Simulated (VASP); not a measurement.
Write the native input for VASP 6.6.1 that does the following.

- Task: single point
- Functional: LDA
- Potentials or basis: VASP PAW LDA potentials, release 64 (Sc_sv, Al)
- Cutoff: 500 eV
- k mesh: 10 × 10 × 10
- Occupations: fermi-dirac, width 0.05 eV
- Spin: non-collinear spin, zero start, spin-orbit coupling
- Starting moments: [[0.0, 0.0, 0.0], [0.0, 0.0, 0.0]] μB
- Dipole correction: no
- Further INCAR settings: ALGO = Normal; EDIFF = 1e-06; NBANDS = 26

The structure of ScAl lies in POSCAR:

```
ScAl
1.0
    3.3703489700      0.0000000000      0.0000000000
    0.0000000000      3.3703489700      0.0000000000
    0.0000000000      0.0000000000      3.3703489700
Sc Al
1 1
Direct
    0.5000000000      0.5000000000      0.5000000000
    0.0000000000      0.0000000000      0.0000000000
```

These files were run (other wordings do the same):

INCAR

```
  PREC = Accurate
  ENCUT = 500
  EDIFF = 1E-6
  ISMEAR = -1
  SIGMA = 0.05
  LREAL = F
  LASPH = T
  NELM = 200
  ALGO = Normal
  ISIF = 2
  LWAVE = F
  LCHARG = T
  MAGMOM = 0 0 0 0 0 0
  LORBIT = 11
  LSORBIT = T
  GGA_COMPAT = F
  LORBMOM = T
  LMAXMIX = 4
  LVHAR = T
  NBANDS = 26
```

KPOINTS

```
Automatic mesh
0
Gamma
  10 10 10
```

Potentials or basis: VASP PAW LDA potentials, release 64 (Sc_sv, Al).

The run is started by

```console
$ cat potpaw_LDA.64/Sc_sv/POTCAR potpaw_LDA.64/Al/POTCAR > POTCAR
$ mpirun -np 1 vasp_ncl > vasp.out
```

Results of the run:

```yaml
Pressure: -4.2 GPa
Net_moment: 0.00 μB per cell
Valence_electrons_inside_the_program's_atomic_spheres: Sc 9.52; Al 0.82
```

Caveat: the cell stands under tension.

It took 3.7 min on 1 thread of Intel Xeon 8259CL, on a shared host, peak memory 0.25 GiB.
